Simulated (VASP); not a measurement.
# CdAg (Pm-3m) in VASP: further runs

The runs below take CdAg through single point, relaxation of cell and atoms, with LDA.

Everything below comes from runs of VASP 6.6.1. Logs are shortened: lines on timing, memory, paths and dates and some standing lists are left out, and cuts for length are marked.

**1. The cell of the first run**

Symmetry: Pm-3m, No. 221, cubic system. The conventional cell has a = 3.264 Å, b = 3.264 Å, c = 3.264 Å, α = 90.00°, β = 90.00°, γ = 90.00°. Within 3.7 Å of Cd (site symmetry m-3m) lie 8 Ag at 2.83 Å and 6 Cd at 3.26 Å. Within 3.7 Å of Ag (site symmetry m-3m) lie 8 Cd at 2.83 Å and 6 Ag at 3.26 Å.

**2. Single point, LDA**

The input, INCAR:

```
SYSTEM = CdAg
PREC = Accurate
ENCUT = 520
EDIFF = 1E-6
ISMEAR = 0
SIGMA = 0.1
LREAL = .FALSE.
LASPH = .TRUE.
NELM = 100
ALGO = Fast
ISIF = 2
LWAVE = .FALSE.
LCHARG = .TRUE.
LELF = .TRUE.
LVHAR = .TRUE.
NBANDS = 18
```

The input, KPOINTS:

```
Automatic mesh
0
G
  12 12 12
  0 0 0
```

The input, POSCAR:

```
CdAg
1.0
    3.2644025523      0.0000000000      0.0000000000
    0.0000000000      3.2644025523      0.0000000000
    0.0000000000      0.0000000000      3.2644025523
Cd Ag
1 1
Direct
    0.5000000000      0.5000000000      0.5000000000
    0.0000000000      0.0000000000      0.0000000000
```

Potentials or basis: VASP PAW LDA potentials, release 64 (Cd, Ag).

Command:

```console
$ cat potpaw_LDA.64/Cd/POTCAR potpaw_LDA.64/Ag/POTCAR > POTCAR
$ mpirun -np 1 vasp_std > vasp.out
```

OUTCAR:

```text
SYSTEM = CdAg
   PREC = Accurate
   ENCUT = 520
   EDIFF = 1E-6
   ISMEAR = 0
   LREAL = .FALSE.
   LASPH = .TRUE.
   NELM = 100
   ISIF = 2

 ion  position               nearest neighbor table
   1  0.500  0.500  0.500-   2 2.83   2 2.83   2 2.83   2 2.83   2 2.83   2 2.83   2 2.83   2 2.83

   2  0.000  0.000  0.000-   1 2.83   1 2.83   1 2.83   1 2.83   1 2.83   1 2.83   1 2.83   1 2.83

  LATTYP: Found a simple cubic cell.
 ALAT       =     3.2644025523

  Lattice vectors:

 A1 = (   3.2644025523,   0.0000000000,   0.0000000000)
 A2 = (   0.0000000000,   3.2644025523,   0.0000000000)
 A3 = (   0.0000000000,   0.0000000000,   3.2644025523)

Analysis of symmetry for initial positions (statically):
=====================================================================
 Subroutine PRICEL returns:
 Original cell was already a primitive cell.

 Routine SETGRP: Setting up the symmetry group for a
 simple cubic supercell.

 Subroutine GETGRP returns: Found 48 space group operations
 (whereof 48 operations were pure point group operations)
 out of a pool of 48 trial point group operations.

The static configuration has the point symmetry O_h .

Analysis of symmetry for dynamics (positions and initial velocities):
=====================================================================
 Subroutine PRICEL returns:
 Original cell was already a primitive cell.

 Routine SETGRP: Setting up the symmetry group for a
 simple cubic supercell.

 Subroutine GETGRP returns: Found 48 space group operations
 (whereof 48 operations were pure point group operations)
 out of a pool of 48 trial point group operations.

The dynamic configuration has the point symmetry O_h .

 Subroutine INISYM returns: Found 48 space group operations
 (whereof 48 operations are pure point group operations),
 and found     1 'primitive' translations

----------------------------------------------------------------------------------------

                                     Primitive cell

  volume of cell :      34.7865

  direct lattice vectors                    reciprocal lattice vectors
     3.264402552  0.000000000  0.000000000     0.306334768  0.000000000  0.000000000
     0.000000000  3.264402552  0.000000000     0.000000000  0.306334768  0.000000000
     0.000000000  0.000000000  3.264402552     0.000000000  0.000000000  0.306334768

  length of vectors
     3.264402552  3.264402552  3.264402552     0.306334768  0.306334768  0.306334768

  position of ions in fractional coordinates (direct lattice)
     0.500000000  0.500000000  0.500000000
     0.000000000  0.000000000  0.000000000

  ion indices of the primitive-cell ions
   primitive index   ion index
                 1           1
                 2           2

----------------------------------------------------------------------------------------

 KPOINTS: Automatic mesh

Automatic generation of k-mesh.
 Grid dimensions read from file:
 generate k-points for:   12   12   12

 Generating k-lattice:

  Cartesian coordinates                     Fractional coordinates (reciprocal lattice)
     0.025527897  0.000000000  0.000000000     0.083333333  0.000000000  0.000000000
     0.000000000  0.025527897  0.000000000     0.000000000  0.083333333  0.000000000
     0.000000000  0.000000000  0.025527897     0.000000000  0.000000000  0.083333333

  Length of vectors
     0.025527897  0.025527897  0.025527897

  Shift w.r.t. Gamma in fractional coordinates (k-lattice)
     0.000000000  0.000000000  0.000000000

 Subroutine IBZKPT returns following result:
 ===========================================

 Found     84 irreducible k-points:

 Following reciprocal coordinates:
            Coordinates               Weight
  0.000000  0.000000  0.000000      1.000000
  0.083333  0.000000  0.000000      6.000000
  0.166667  0.000000  0.000000      6.000000
  0.250000  0.000000  0.000000      6.000000
  0.333333  0.000000  0.000000      6.000000
  0.416667  0.000000  0.000000      6.000000
[... 16 lines left out ...]
  0.333333  0.333333  0.000000     12.000000
  0.416667  0.333333  0.000000     24.000000
 [... further k-points ...]
   k-points           NKPTS =     84   k-points in BZ     NKDIM =     84   number of bands    NBANDS=     18
   number of dos      NEDOS =    301   number of ions     NIONS =      2
   total plane-waves  NPLWV =  13824
   dimension x,y,z NGX =    24 NGY =   24 NGZ =   24
   dimension x,y,z NGXF=    48 NGYF=   48 NGZF=   48
   ions per type =               1   1
   NGX,Y,Z   is equivalent  to a cutoff of  12.22, 12.22, 12.22 a.u.
   NGXF,Y,Z  is equivalent  to a cutoff of  24.44, 24.44, 24.44 a.u.
 SYSTEM =  CdAg
   PREC   = accura    normal or accurate (medium, high low for compatibility)
   ISTART =      0    job   : 0-new  1-cont  2-samecut
   ICHARG =      2    charge: 1-file 2-atom 10-const
   ISPIN  =      1    spin polarized calculation?
   LNONCOLLINEAR =      F non collinear calculations
   LSORBIT =      F    spin-orbit coupling
   LASPH  =      T    aspherical Exc in radial PAW
   ENCUT  =  520.0 eV  38.22 Ry    6.18 a.u.   6.07  6.07  6.07*2*pi/ulx,y,z
   NELM   =    100;   NELMIN=  2; NELMDL= -5     # of ELM steps
   EDIFF  = 0.1E-05   stopping-criterion for ELM
   LREAL  =      F    real-space projection
   EDIFFG = 0.1E-04   stopping-criterion for IOM
   NSW    =      0    number of steps for IOM
   IBRION =     -1    ionic relax: 0-MD 1-quasi-New 2-CG
   NFREE  =      0    steps in history (QN), initial steepest desc. (CG)
   ISIF   =      2    stress and relaxation
   ISYM   =      2    0-nonsym 1-usesym 2-fastsym
   POTIM  = 0.5000    time-step for ionic-motion
   TEBEG  =    0.0;   TEEND  =   0.0 temperature during run
   PSTRESS=    0.0 pullay stress
   NELECT =      23.0000    total number of electrons
   NUPDOWN=      -1.0000    fix difference up-down
   EMIN   =  10.00;   EMAX   =-10.00  energy-range for DOS
   EFERMI =   0.00;   METHOD = LEGACY
   ISMEAR =     0;   SIGMA  =   0.10  broadening in eV -4-tet -1-fermi 0-gaus
   EFERMI_NEDOS =   21; number of points for ismear=-14 and -15
   IALGO  =     68    algorithm
   IMIX   =      4    mixing-type and parameters
     AMIX     =   0.40;   BMIX     =  1.00
     AMIX_MAG =   1.60;   BMIX_MAG =  1.00
  volume/ion in A,a.u.               =      17.39       117.38
  Fermi-wavevector in a.u.,A,eV,Ry     =   1.426200  2.695127 27.674878  2.034046
  Thomas-Fermi vector in A             =   2.546502
   LORBIT       =      0    0 simple, 1 ext, 2 COOP (PROOUT), +10 PAW based schemes
   GGA     = CA    functional components
   LHFCALC =     F    Hartree Fock is set to
   AEXX    =    0.0000 exact exchange contribution
   IVDW    =     0    specifies the selected vdW correction
   LEPSILON=     F    determine dielectric tensor
   LRPA    =     F    only Hartree local field effects (RPA)
 non-spin polarized calculation
 RMM-DIIS sequential band-by-band and
 Gauss-broadening in eV      SIGMA  =   0.10
  energy-cutoff  :      520.00
  volume of cell :       34.79
 maximum number of plane-waves:       968
   NGX = 13   NGY = 13   NGZ = 13

 number of electron      22.9999992 magnetization

 Free energy of the ion-electron system (eV)
  ---------------------------------------------------
  ext. energy  EPLUGINS =         0.00000000
  ---------------------------------------------------
  free energy    TOTEN  =        -5.45263422 eV

  energy without entropy =       -5.44984096  energy(sigma->0) =       -5.45123759

 E-fermi :   6.2391     XC(G=0): -12.5311

 val. band max:        6.2192117173   @ k =   0.5000   0.4167   0.2500
 cond. band min:       6.2518463791   @ k =   0.5000   0.3333   0.3333
 fundamental gap:      0.0326346618
 Fermi energy:         6.2390868035

 k-point     1 :       0.0000    0.0000    0.0000
  band No.  band energies     occupation
      1      -3.3779      2.00000
      2      -3.3779      2.00000
      3      -3.0397      2.00000
      4      -2.5482      2.00000
      5      -2.5482      2.00000
      6      -2.5482      2.00000
[... 10 lines left out ...]
     17      17.6294      0.00000
     18      23.4730      0.00000

 k-point     2 :       0.0833    0.0000    0.0000
  band No.  band energies     occupation
      1      -3.3597      2.00000
      2      -3.3365      2.00000
      3      -2.9257      2.00000
      4      -2.5575      2.00000
      5      -2.5575      2.00000
      6      -2.5379      2.00000
[... 10 lines left out ...]
     17      18.3252      0.00000
     18      23.0590      0.00000

 k-point     3 :       0.1667    0.0000    0.0000
  band No.  band energies     occupation
      1      -3.3091      2.00000
      2      -3.2304      2.00000
      3      -2.5828      2.00000
      4      -2.5828      2.00000
      5      -2.5799      2.00000
      6      -2.5094      2.00000
[... 10 lines left out ...]
     17      20.3475      0.00000
     18      22.1707      0.00000

 k-point     4 :       0.2500    0.0000    0.0000
  band No.  band energies     occupation
      1      -3.2375      2.00000
      2      -3.0909      2.00000
      3      -2.6170      2.00000
      4      -2.6170      2.00000
      5      -2.4696      2.00000
      6      -2.0137      2.00000
[... 10 lines left out ...]
     17      21.2632      0.00000
     18      22.1569      0.00000

 k-point     5 :       0.3333    0.0000    0.0000
  band No.  band energies     occupation
      1      -3.1626      2.00000
      2      -2.9524      2.00000
      3      -2.6508      2.00000
      4      -2.6508      2.00000
      5      -2.4288      2.00000
      6      -1.2744      2.00000
[... 10 lines left out ...]
     17      20.5055      0.00000
     18      20.5669      0.00000

 k-point     6 :       0.4167    0.0000    0.0000
  band No.  band energies     occupation
      1      -3.1055      2.00000
      2      -2.8506      2.00000
      3      -2.6753      2.00000
      4      -2.6753      2.00000
      5      -2.3983      2.00000
      6      -0.4980      2.00000
[... 10 lines left out ...]
     17      18.8804      0.00000
     18      18.8809      0.00000

 k-point     7 :       0.5000    0.0000    0.0000
  band No.  band energies     occupation
      1      -3.0841      2.00000
      2      -2.8132      2.00000
      3      -2.6842      2.00000
      4      -2.6842      2.00000
      5      -2.3869      2.00000
      6      -0.0968      2.00000
[... 10 lines left out ...]
     17      18.0768      0.00000
     18      18.1326      0.00000

 k-point     8 :       0.0833    0.0833    0.0000
  band No.  band energies     occupation
      1      -3.3318      2.00000
      2      -3.3042      2.00000
      3      -2.8317      2.00000
      4      -2.5728      2.00000
      5      -2.5506      2.00000
      6      -2.5250      2.00000
[... 10 lines left out ...]
     17      18.4111      0.00000
     18      22.5867      0.00000
[... 229 lines left out ...]
     17      20.7091      0.00000
     18      22.2742      0.00000

 k-point    20 :       0.3333    0.2500    0.0000
  band No.  band energies     occupation
      1      -3.0908      2.00000
      2      -3.0417      2.00000
      3      -2.7775      2.00000
      4      -2.6271      2.00000
      5      -2.6083      2.00000
      6      -0.3768      2.00000
[... 10 lines left out ...]
     17      19.9411      0.00000
     18      20.8436      0.00000

 k-point    21 :       0.4167    0.2500    0.0000
  band No.  band energies     occupation
      1      -3.1063      2.00000
      2      -3.0686      2.00000
      3      -2.8015      2.00000
      4      -2.6584      2.00000
      5      -2.5167      2.00000
      6       0.0833      2.00000
[... 10 lines left out ...]
     17      19.2309      0.00000
     18      19.3725      0.00000

 k-point    22 :       0.5000    0.2500    0.0000
  band No.  band energies     occupation
      1      -3.1286      2.00000
      2      -3.0610      2.00000
      3      -2.8083      2.00000
      4      -2.6789      2.00000
      5      -2.4778      2.00000
      6       0.2468      2.00000
[... 10 lines left out ...]
     17      18.2957      0.00000
     18      18.8538      0.00000

 k-point    23 :       0.3333    0.3333    0.0000
  band No.  band energies     occupation
      1      -3.1797      2.00000
      2      -3.0860      2.00000
      3      -2.8305      2.00000
      4      -2.7022      2.00000
      5      -2.4481      2.00000
      6      -0.0603      2.00000
[... 10 lines left out ...]
     17      19.4457      0.00000
     18      20.4289      0.00000

 k-point    24 :       0.4167    0.3333    0.0000
  band No.  band energies     occupation
      1      -3.2699      2.00000
      2      -3.0863      2.00000
      3      -2.8612      2.00000
      4      -2.7765      2.00000
      5      -2.3214      2.00000
      6       0.0840      2.00000
[... 10 lines left out ...]
     17      18.9333      0.00000
     18      19.5453      0.00000

 [... further k-points ...]

------------------------ aborting loop because EDIFF is reached ----------------------------------------

  FORCE on cell =-STRESS in cart. coord.  units (eV):
  Direction    XX          YY          ZZ          XY          YZ          ZX
  --------------------------------------------------------------------------------------
  -------------------------------------------------------------------------------------
  Total        0.1795912      0.1795912      0.1795912      0.0000000      0.0000000     -0.0000000
  in kB        8.2715063      8.2715063      8.2715063      0.0000000      0.0000000     -0.0000000
  external PRESSURE =       8.2715063 kB  Pullay stress =       0.0000000 kB

 VOLUME and BASIS-vectors are now :
 -----------------------------------------------------------------------------
  energy-cutoff  :      520.00
  volume of cell :       34.79
      direct lattice vectors                 reciprocal lattice vectors
     3.264402552  0.000000000  0.000000000     0.306334768  0.000000000  0.000000000
     0.000000000  3.264402552  0.000000000     0.000000000  0.306334768  0.000000000
     0.000000000  0.000000000  3.264402552     0.000000000  0.000000000  0.306334768

 POSITION                                       TOTAL-FORCE (eV/Angst)
 -----------------------------------------------------------------------------------
      1.63220      1.63220      1.63220         0.000000      0.000000      0.000000
      0.00000      0.00000      0.00000         0.000000      0.000000      0.000000
 -----------------------------------------------------------------------------------
    total drift:                                0.000000      0.000000     -0.000000

  FREE ENERGIE OF THE ION-ELECTRON SYSTEM (eV)
  ---------------------------------------------------
  free  energy   TOTEN  =        -5.4526342175 eV

  energy  without entropy=       -5.4498409594  energy(sigma->0) =       -5.45123759
```

It took 17 s on 1 thread of Intel Xeon Platinum 8488C (Sapphire Rapids), shared host; peak memory 0.17 GiB.

What came out:

```yaml
Free_energy: -5.4526 eV
Pressure: 0.8 GPa
Band_gap_on_the_k_mesh: zero (an odd number of electrons rules out a gap without spin polarisation)
```

(Continued in part 2 of 2.)
